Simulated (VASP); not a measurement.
A run of VASP 6.6.1:

The input INCAR:

```
SYSTEM = GaSb
  ALGO = Normal
  EDIFF = 1E-7
  EDIFFG = -0.005
  ENCUT = 600
  GGA = PE
  IBRION = 2
  ISIF = 3
  ISMEAR = -1
  LASPH = .True.
  LCHARG = .False.
  LREAL = .False.
  LWAVE = .False.
  NELM = 80
  NSW = 80
  PREC = Accurate
  SIGMA = 0.05
```

File KPOINTS:

```
k-points
0
Gamma
  10 10 10
  0 0 0
```

The input POSCAR:

```
GaSb
1.0
   -2.7534340000      2.7534340000      1.5907070000
    2.7534340000     -2.7534340000      1.5907070000
    2.7534340000      2.7534340000     -1.5907070000
Sb Ga
1 1
Direct
    0.0000000000      0.0000000000      0.0000000000
    0.7500000000      0.2500000000      0.5000000000
```

Potentials or basis: VASP PAW PBE potentials, release 64 (Sb, Ga_d).

Command:

```bash
$ cat potpaw_PBE.64/Sb/POTCAR potpaw_PBE.64/Ga_d/POTCAR > POTCAR
$ mpirun -np 1 vasp_std > vasp.out
```

Hardware: 1 thread of Intel Xeon 8259CL, with other jobs on the host.

Question: Estimate the wall time of this run.

Answer: Run time: 7 min on 1 thread of Intel Xeon 8259CL (shared host), peak memory 0.27 GiB. Counts: scf iterations 36, k points 102, ion steps 5.
